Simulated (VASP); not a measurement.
BeSe2:

```xyz
3
Lattice="0.0000 3.3829 3.3829 3.3829 0.0000 3.3829 3.3829 3.3829 0.0000" Properties=species:S:1:pos:R:3 pbc="T T T"
Be    1.6915    1.6915    1.6915
Se    5.0744    5.0744    5.0744
Se    0.0000    0.0000    0.0000
```

The cell was generated, and may not be a known phase.

| Quantity | Value |
| --- | --- |
| Program | VASP 6.6.1 |
| Task | relaxation of cell and atoms |
| Functional | PBE |
| Potentials or basis | VASP PAW PBE potentials, release 64 (Be, Se) |
| Cutoff | 600 eV |
| k mesh | 4 × 4 × 4 |
| Occupations | gaussian, width 0.1 eV |
| Spin | no spin polarisation |

At the start: pressure -7.3 GPa; volume 25.81 Å³/atom.

Where does the relaxation end?

Over 3 steps the energy falls by 130.2 meV/atom and the volume is 21.11 Å³/atom (-18.2 %); space group F-43m (No. 216, to 0.1 Å) before and after.

The path:
| step | energy change (eV) | largest force (eV/Å) | pressure (GPa) | volume (Å³) |
| --- | --- | --- | --- | --- |
| 1 | 0.0000 | 0.0000 | -7.34 | 77.43 |
| 2 | -0.3831 | 0.0000 | -1.41 | 64.92 |
| 3 | -0.3907 | 0.0000 | -0.09 | 63.34 |

Final structure:
```
Be Se
1.0
     0.00000    3.16384    3.16384
     3.16384    0.00000    3.16384
     3.16384    3.16384    0.00000
Be Se
1 2
Direct
  0.25000 0.25000 0.25000
  0.75000 0.75000 0.75000
  0.00000 0.00000 0.00000
```

Caveat: the k points lie up to 0.43 Å⁻¹ apart in the final cell, too coarse for converged energies and pressures of a metal; the volume moved by over 15 % at a fixed basis, so the end points are rough.
